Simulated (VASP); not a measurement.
A run of VASP 6.6.1:

Contents of INCAR:

```
SYSTEM = InP
  PREC = Accurate
  ENCUT = 500
  EDIFF = 1E-6
  ISMEAR = 0
  SIGMA = 0.01
  LREAL = .FALSE.
  LASPH = .TRUE.
  NELM = 120
  ALGO = Normal
  ISIF = 2
  LWAVE = .FALSE.
  LCHARG = .TRUE.
  GGA = PS
  LELF = .TRUE.
  LVHAR = .TRUE.
  NBANDS = 16
  GGA_COMPAT = .FALSE.
```

KPOINTS

```
regular mesh
0
G
  6 6 6
  0 0 0
```

POSCAR

```
InP
1.0
    0.0000000000      2.9392392491      2.9539354454
    2.9392392491      0.0000000000      2.9539354454
    2.9392392491      2.9392392491      0.0000000000
In P
1 1
Direct
    0.0000000000      0.0000000000      0.0000000000
    0.7500000000      0.7500000000      0.7500000000
```

Potentials or basis: VASP PAW PBE potentials, release 64 (In_d, P).

Launch:

```console
$ cat potpaw_PBE.64/In_d/POTCAR potpaw_PBE.64/P/POTCAR > POTCAR
$ mpirun -np 1 vasp_std > vasp.out
```

Hardware: 1 thread of Intel(R) Xeon(R) 6975P-C (Granite Rapids), on a shared host.

Question: How long does it take, and how much memory?

Answer: Run time: 9.6 s on 1 thread of Intel(R) Xeon(R) 6975P-C (Granite Rapids) (shared host), peak memory 0.17 GiB. Counts: scf iterations 12, k points 30.
